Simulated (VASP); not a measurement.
# BAs (F-43m) in VASP: notebook

BAs is run at these levels: PBE, LDA; tasks: relaxation of cell and atoms, single point.

Everything below comes from runs of VASP 6.6.1. Logs are shortened: lines on timing, memory, paths and dates and some standing lists are left out, and cuts for length are marked.

**1. The cell of the first run**

Symmetry: F-43m, No. 216, cubic system. The conventional cell has a = 4.809 Å, b = 4.809 Å, c = 4.809 Å, α = 90.00°, β = 90.00°, γ = 90.00°. B (site symmetry -43m) has 4 As at 2.08 Å within 2.8 Å. As (site symmetry -43m) has 4 B at 2.08 Å within 2.8 Å.

**2. Relaxation of cell and atoms, PBE**

Input file INCAR:

```
SYSTEM = BAs
ALGO = Normal ; EDIFF = 1E-7
EDIFFG = -0.001 ; ENCUT = 600
GGA = PE ; IBRION = 2
ISIF = 3 ; ISMEAR = 0
LASPH = .True. ; LCHARG = .False.
LREAL = .False. ; LWAVE = .False.
NELM = 80 ; NSW = 80
PREC = Accurate ; SIGMA = 0.01
```

Input file KPOINTS:

```
k-points
0
Gamma
  10 10 10
  0 0 0
```

Input file POSCAR:

```
BAs
1.0
    0.0000000000      2.4044111615      2.4044111615
    2.4044111615      0.0000000000      2.4044111615
    2.4044111615      2.4044111615      0.0000000000
B As
1 1
Direct
    0.0000000000      0.0000000000      0.0000000000
    0.7500000000      0.7500000000      0.7500000000
```

Potentials or basis: VASP PAW PBE potentials, release 64 (B, As).

On the command line:

```console
$ cat potpaw_PBE.64/B/POTCAR potpaw_PBE.64/As/POTCAR > POTCAR
$ mpirun -np 1 vasp_std > vasp.out
```

OUTCAR:

```text
SYSTEM = BAs
   EDIFF = 1E-7
   EDIFFG = -0.001
   ENCUT = 600
   GGA = PE
   IBRION = 2
   ISIF = 3
   ISMEAR = 0
   LASPH = .True.
   LREAL = .False.
   NELM = 80
   NSW = 80
   PREC = Accurate

 ion  position               nearest neighbor table
   1  0.000  0.000  0.000-   2 2.08   2 2.08   2 2.08   2 2.08
   2  0.750  0.750  0.750-   1 2.08   1 2.08   1 2.08   1 2.08

  LATTYP: Found a face centered cubic cell.
 ALAT       =     4.8088223230

  Lattice vectors:

 A1 = (   0.0000000000,   2.4044111615,   2.4044111615)
 A2 = (   2.4044111615,   0.0000000000,   2.4044111615)
 A3 = (   2.4044111615,   2.4044111615,   0.0000000000)

Analysis of symmetry for initial positions (statically):
=====================================================================
 Subroutine PRICEL returns:
 Original cell was already a primitive cell.

 Routine SETGRP: Setting up the symmetry group for a
 face centered cubic supercell.

 Subroutine GETGRP returns: Found 24 space group operations
 (whereof 24 operations were pure point group operations)
 out of a pool of 48 trial point group operations.

The static configuration has the point symmetry T_d .

Analysis of symmetry for dynamics (positions and initial velocities):
=====================================================================
 Subroutine PRICEL returns:
 Original cell was already a primitive cell.

 Routine SETGRP: Setting up the symmetry group for a
 face centered cubic supercell.

 Subroutine GETGRP returns: Found 24 space group operations
 (whereof 24 operations were pure point group operations)
 out of a pool of 48 trial point group operations.

The dynamic configuration has the point symmetry T_d .

 Subroutine INISYM returns: Found 24 space group operations
 (whereof 24 operations are pure point group operations),
 and found     1 'primitive' translations

----------------------------------------------------------------------------------------

                                     Primitive cell

  volume of cell :      27.8007

  direct lattice vectors                    reciprocal lattice vectors
     0.000000000  2.404411162  2.404411162    -0.207951123  0.207951123  0.207951123
     2.404411162  0.000000000  2.404411162     0.207951123 -0.207951123  0.207951123
     2.404411162  2.404411162  0.000000000     0.207951123  0.207951123 -0.207951123

  length of vectors
     3.400350874  3.400350874  3.400350874     0.360181910  0.360181910  0.360181910

  position of ions in fractional coordinates (direct lattice)
     0.000000000  0.000000000  0.000000000
     0.750000000  0.750000000  0.750000000

  ion indices of the primitive-cell ions
   primitive index   ion index
                 1           1
                 2           2

----------------------------------------------------------------------------------------

 KPOINTS: k-points

Automatic generation of k-mesh.
 Grid dimensions read from file:
 generate k-points for:   10   10   10

 Generating k-lattice:

  Cartesian coordinates                     Fractional coordinates (reciprocal lattice)
    -0.020795112  0.020795112  0.020795112     0.100000000  0.000000000  0.000000000
     0.020795112 -0.020795112  0.020795112     0.000000000  0.100000000  0.000000000
     0.020795112  0.020795112 -0.020795112     0.000000000  0.000000000  0.100000000

  Length of vectors
     0.036018191  0.036018191  0.036018191

  Shift w.r.t. Gamma in fractional coordinates (k-lattice)
     0.000000000  0.000000000  0.000000000

 Subroutine IBZKPT returns following result:
 ===========================================

 Found     47 irreducible k-points:

 Following reciprocal coordinates:
            Coordinates               Weight
  0.000000  0.000000  0.000000      1.000000
  0.100000  0.000000  0.000000      8.000000
  0.200000  0.000000  0.000000      8.000000
  0.300000  0.000000  0.000000      8.000000
  0.400000  0.000000  0.000000      8.000000
  0.500000  0.000000  0.000000      4.000000
[... 16 lines left out ...]
  0.300000  0.300000  0.000000      6.000000
  0.400000  0.300000  0.000000     24.000000
 [... further k-points ...]
   k-points           NKPTS =     47   k-points in BZ     NKDIM =     47   number of bands    NBANDS=      8
   number of dos      NEDOS =    301   number of ions     NIONS =      2
   total plane-waves  NPLWV =  21952
   dimension x,y,z NGX =    28 NGY =   28 NGZ =   28
   dimension x,y,z NGXF=    56 NGYF=   56 NGZF=   56
   ions per type =               1   1
   NGX,Y,Z   is equivalent  to a cutoff of  13.69, 13.69, 13.69 a.u.
   NGXF,Y,Z  is equivalent  to a cutoff of  27.38, 27.38, 27.38 a.u.
 SYSTEM =  BAs
   PREC   = accura    normal or accurate (medium, high low for compatibility)
   ISTART =      0    job   : 0-new  1-cont  2-samecut
   ICHARG =      2    charge: 1-file 2-atom 10-const
   ISPIN  =      1    spin polarized calculation?
   LNONCOLLINEAR =      F non collinear calculations
   LSORBIT =      F    spin-orbit coupling
   LASPH  =      T    aspherical Exc in radial PAW
   ENCUT  =  600.0 eV  44.10 Ry    6.64 a.u.   6.79  6.79  6.79*2*pi/ulx,y,z
   NELM   =     80;   NELMIN=  2; NELMDL= -5     # of ELM steps
   EDIFF  = 0.1E-06   stopping-criterion for ELM
   LREAL  =      F    real-space projection
   EDIFFG = -.1E-02   stopping-criterion for IOM
   NSW    =     80    number of steps for IOM
   IBRION =      2    ionic relax: 0-MD 1-quasi-New 2-CG
   NFREE  =      1    steps in history (QN), initial steepest desc. (CG)
   ISIF   =      3    stress and relaxation
   ISYM   =      2    0-nonsym 1-usesym 2-fastsym
   POTIM  = 0.5000    time-step for ionic-motion
   TEBEG  =    0.0;   TEEND  =   0.0 temperature during run
   PSTRESS=    0.0 pullay stress
   NELECT =       8.0000    total number of electrons
   NUPDOWN=      -1.0000    fix difference up-down
   EMIN   =  10.00;   EMAX   =-10.00  energy-range for DOS
   EFERMI =   0.00;   METHOD = LEGACY
   ISMEAR =     0;   SIGMA  =   0.01  broadening in eV -4-tet -1-fermi 0-gaus
   EFERMI_NEDOS =   21; number of points for ismear=-14 and -15
   IALGO  =     38    algorithm
   IMIX   =      4    mixing-type and parameters
     AMIX     =   0.40;   BMIX     =  1.00
     AMIX_MAG =   1.60;   BMIX_MAG =  1.00
  volume/ion in A,a.u.               =      13.90        93.80
  Fermi-wavevector in a.u.,A,eV,Ry     =   1.080818  2.042451 15.893898  1.168169
  Thomas-Fermi vector in A             =   2.216819
   LORBIT       =      0    0 simple, 1 ext, 2 COOP (PROOUT), +10 PAW based schemes
   GGA     = PE    functional components
   LHFCALC =     F    Hartree Fock is set to
   AEXX    =    0.0000 exact exchange contribution
   IVDW    =     0    specifies the selected vdW correction
   LEPSILON=     F    determine dielectric tensor
   LRPA    =     F    only Hartree local field effects (RPA)
 conjugate gradient relaxation of ions
 non-spin polarized calculation
 Gauss-broadening in eV      SIGMA  =   0.01
  energy-cutoff  :      600.00
  volume of cell :       27.80
 maximum number of plane-waves:       944
   NGX = 13   NGY = 13   NGZ = 13

--------------------------------------- Ionic step        1  -------------------------------------------

 number of electron       8.0000000 magnetization

 Free energy of the ion-electron system (eV)
  ---------------------------------------------------
  ext. energy  EPLUGINS =         0.00000000
  ---------------------------------------------------
  free energy    TOTEN  =       -11.41425121 eV

  energy without entropy =      -11.41425121  energy(sigma->0) =      -11.41425121

------------------------ aborting loop because EDIFF is reached ----------------------------------------

  FORCE on cell =-STRESS in cart. coord.  units (eV):
  Direction    XX          YY          ZZ          XY          YZ          ZX
  --------------------------------------------------------------------------------------
  -------------------------------------------------------------------------------------
  Total        0.1091742      0.1091742      0.1091742      0.0000000      0.0000000      0.0000000
  in kB        6.2917929      6.2917929      6.2917929      0.0000000      0.0000000      0.0000000
  external PRESSURE =       6.2917929 kB  Pullay stress =       0.0000000 kB
[... 93 lines left out ...]
  energy  without entropy=      -11.4145027218  energy(sigma->0) =      -11.41450272

--------------------------------------- Ionic step        4  -------------------------------------------

 number of electron       8.0000000 magnetization

 Free energy of the ion-electron system (eV)
  ---------------------------------------------------
  ext. energy  EPLUGINS =         0.00000000
  ---------------------------------------------------
  free energy    TOTEN  =       -11.41450267 eV

  energy without entropy =      -11.41450267  energy(sigma->0) =      -11.41450267

 E-fermi :   5.9586     XC(G=0): -10.4777

 val. band max:        5.8564281748   @ k =   0.0000   0.0000   0.0000
 cond. band min:       7.0574475785   @ k =   0.4000   0.4000   0.0000
 fundamental gap:      1.2010194037
 Fermi energy:         5.9586325228

 k-point     1 :       0.0000    0.0000    0.0000
  band No.  band energies     occupation
      1      -9.3218      2.00000
      2       5.8564      2.00000
      3       5.8564      2.00000
      4       5.8564      2.00000
      5       9.1024      0.00000
      6       9.1024      0.00000
      7       9.1024      0.00000
      8      10.2322      0.00000
[... 243 lines left out ...]
 k-point    24 :       0.4000    0.3000    0.0000
  band No.  band energies     occupation
      1      -6.7449      2.00000
      2      -0.5353      2.00000
      3       1.9820      2.00000
      4       2.4592      2.00000
      5       7.5656      0.00000
      6       9.2429      0.00000
      7      14.5179      0.00000
      8      14.7636      0.00000

 [... further k-points ...]
[... 5 lines left out ...]
  --------------------------------------------------------------------------------------
  -------------------------------------------------------------------------------------
  Total       -0.0001772     -0.0001772     -0.0001772      0.0000000      0.0000000      0.0000000
  in kB       -0.0101621     -0.0101621     -0.0101621      0.0000000      0.0000000      0.0000000
  external PRESSURE =      -0.0101621 kB  Pullay stress =       0.0000000 kB
[... 17 lines left out ...]
  FREE ENERGIE OF THE ION-ELECTRON SYSTEM (eV)
  ---------------------------------------------------
  free  energy   TOTEN  =       -11.4145026658 eV

  energy  without entropy=      -11.4145026658  energy(sigma->0) =      -11.41450267

 reached required accuracy - stopping structural energy minimisation
```

Run time: 22 s. Hardware: 1 thread of AMD EPYC 9R45 (Zen 5), shared host; peak memory 0.14 GiB.

What came out:

| Quantity | Value |
| --- | --- |
| Free energy | -11.4145 eV |
| Relaxed volume | 13.97 Å³/atom |
| Relaxed cell | a = 3.406 Å, b = 3.406 Å, c = 3.406 Å, α = 60.00°, β = 60.00°, γ = 60.00° |
| Space group after relaxing (to 0.05 Å) | F-43m (No. 216) |
| Energy gained by relaxing | 0.1 meV/atom |
| Ionic steps | 4 |
| Pressure after relaxing | 0.0 GPa |
| Band gap on the k mesh | 1.20 eV, indirect (least direct gap 3.25 eV) |

Step by step:
```
step  energy change (eV)  largest force (eV/Å)  pressure (GPa)  volume (Å³)
   1              0.0000                0.0000            0.63        27.80
   2             -0.0001                0.0000           -0.42        28.02
   3             -0.0003                0.0000            0.01        27.93
   4             -0.0003                0.0000            0.00        27.93
```

Final structure:
```yaml
crystal:
  lattice:
    - [0.00000, 2.40821, 2.40821]
    - [2.40821, 0.00000, 2.40821]
    - [2.40821, 2.40821, 0.00000]
  atoms:
    - { symbol: B, position: [0.00000, 0.00000, 0.00000] }
    - { symbol: As, position: [0.75000, 0.75000, 0.75000] }
```

A k mesh can miss the band edges. PBE gaps usually lie below the measured ones, often by a third to a half.

(Part 1 of 2 ends here.)
